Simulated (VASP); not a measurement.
## Sb: single point with PBEsol

Crystal: Sb.

```
Sb
1.0
     2.86163    0.00000    0.00000
     0.00000    2.86163    0.00000
     0.00000    0.00000    2.86163
Sb
1
Direct
  0.00000 0.00000 0.00000
```

```json
{"Program": "VASP 6.6.1", "Task": "single point", "Functional": "PBEsol", "Potentials or basis": "VASP PAW PBE potentials, release 64 (Sb)", "Cutoff": "520 eV", "k mesh": "8 × 8 × 8", "Occupations": "fermi-dirac, width 0.05 eV", "Spin": "no spin polarisation"}
```

- Pressure: 20.6 GPa

Levels at points of the mesh, in eV from the Fermi level:
```csv
k point,band 1,band 2,band 3,band 4,band 5,band 6,band 7
"(0.00, 0.00, 0.00)",-14.58,3.82,3.82,3.82,7.21,7.21,9.67
"(0.50, 0.00, 0.00)",-11.15,-7.50,6.76,6.76,9.80,11.08,11.41
"(0.50, 0.50, 0.00)",-7.38,-4.78,-4.78,1.11,10.01,13.85,13.85
"(0.50, 0.50, 0.50)",-2.89,-2.17,-2.17,-2.17,4.42,4.42,4.42
```

Run time: 16 s on 1 thread of AMD EPYC 7R13, on a shared host, peak memory 0.11 GiB.

Caveat: the PAW data sets were made with another functional, which shifts forces and pressure a little; spin-orbit coupling is left out, which moves the levels of the heavy elements.
